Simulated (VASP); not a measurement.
Set up this calculation in VASP 6.6.1, as the native input.

* Task: single point
* Functional: PBE
* Potentials or basis: VASP PAW PBE potentials, release 64 (Al, H)
* Cutoff: 520 eV
* k mesh: 6 × 6 × 4
* Occupations: gaussian, width 0.1 eV
* Spin: no spin polarisation
* Dipole correction: no
* Further INCAR settings: ALGO = Normal; EDIFF = 1e-06; NBANDS = 12

The structure of AlH4 lies in POSCAR:

```
AlH4
1.0
    3.0518940500      0.0000000000      0.0000000000
    0.0000000000      3.0518940500      0.0000000000
    0.0000000000      0.0000000000      6.0921482000
Al H
1 4
Direct
    0.5000000000      0.5000000000      0.0000000000
    0.6609797700      0.6609797700      0.5000000000
    0.3390202300      0.3390202300      0.5000000000
    0.3390202300      0.6609797700      0.5000000000
    0.6609797700      0.3390202300      0.5000000000
```

The cell was generated, and may not be a known phase.

The input as run:

INCAR

```
ALGO = Normal
EDIFF = 1E-6
ENCUT = 520
GGA = PE
ISIF = 2
ISMEAR = 0
LASPH = True
LCHARG = False
LREAL = False
LWAVE = False
NBANDS = 12
NELM = 60
PREC = Accurate
SIGMA = 0.1
```

KPOINTS

```
k-points
0
Gamma
  6 6 4
```

Potentials or basis: VASP PAW PBE potentials, release 64 (Al, H).

The run is started by

```console
$ cat potpaw_PBE.64/Al/POTCAR potpaw_PBE.64/H/POTCAR > POTCAR
$ mpirun -np 1 vasp_std > vasp.out
```

It gave:

```yaml
Pressure: -2.2 GPa
Largest_force: 2.771 eV/Å
Band_gap_on_the_k_mesh: zero (an odd number of electrons rules out a gap without spin polarisation)
```

Caveat: forces of over 1 eV/Å act on the atoms, so gaps and moduli don't describe the material at rest.

Run time: 7.5 s on 1 thread of Intel(R) Xeon(R) Platinum 8559C (Emerald Rapids), on a shared host, peak memory 0.16 GiB.
